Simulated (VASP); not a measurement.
The system is Be2Cd2O.

```
Be Cd O
1.0
     0.00000    2.47642    5.37629
     2.45132    0.00000    5.37629
     2.45132    2.47642    0.00000
Be Cd O
2 2 1
Cartesian
  2.4513 2.4764 3.9053
  2.4513 2.4764 6.8472
  3.6770 3.7146 8.0644
  1.2257 1.2382 2.6881
  0.0000 0.0000 0.0000
```

The cell was built from a structure type or drawn by symmetry, and may not be a known phase.

- Program: VASP 6.6.1
- Task: relaxation of cell and atoms
- Functional: PBE
- Potentials or basis: VASP PAW PBE potentials, release 64 (Be, Cd, O)
- Cutoff: 600 eV
- k mesh: 6 × 6 × 6
- Occupations: gaussian, width 0.1 eV
- Spin: no spin polarisation

At the start: pressure 54.8 GPa; volume 13.05 Å³/atom.

Task: Where does the relaxation end?

Result: Over 13 steps the energy falls by 1131.4 meV/atom and the volume is 16.78 Å³/atom (+28.5 %); space group I4/mmm (No. 139, to 0.1 Å) before and after.

Step by step:
| step | energy change (eV) | largest force (eV/Å) | pressure (GPa) | volume (Å³) |
| --- | --- | --- | --- | --- |
| 1 | 0.0000 | 6.2995 | 54.78 | 65.27 |
| 2 | -4.2147 | 0.5736 | -9.58 | 116.30 |
| 3 | -4.9087 | 1.3100 | -2.43 | 93.71 |
| 4 | -4.9130 | 1.2142 | -3.35 | 95.26 |
| 5 | -4.9127 | 1.2546 | -2.97 | 94.59 |
| 6 | -5.2004 | 1.2696 | -2.45 | 90.92 |
| 7 | -5.6087 | 0.6098 | 2.89 | 80.07 |
| 8 | -5.6047 | 0.7492 | 0.16 | 83.89 |
| 9 | -5.6436 | 0.3126 | 1.22 | 82.17 |
| 10 | -5.6453 | 0.1508 | 1.55 | 81.70 |
| 11 | -5.6521 | 0.2959 | -0.05 | 83.83 |
| 12 | -5.6550 | 0.1339 | 0.48 | 83.07 |
| 13 | -5.6569 | 0.0176 | -0.09 | 83.88 |

Final structure:
```
CELL_PARAMETERS angstrom
0.00000 2.90232 5.00876
2.88517 0.00000 5.00876
2.88517 2.90232 0.00000
ATOMIC_POSITIONS crystal
Be 0.40066 0.40066 0.59934
Be 0.59934 0.59934 0.40066
Cd 0.75000 0.75000 0.75000
Cd 0.25000 0.25000 0.25000
O 0.00000 0.00000 0.00000
```

Caveat: the volume moved by over 15 % at a fixed basis, so the end points are rough.
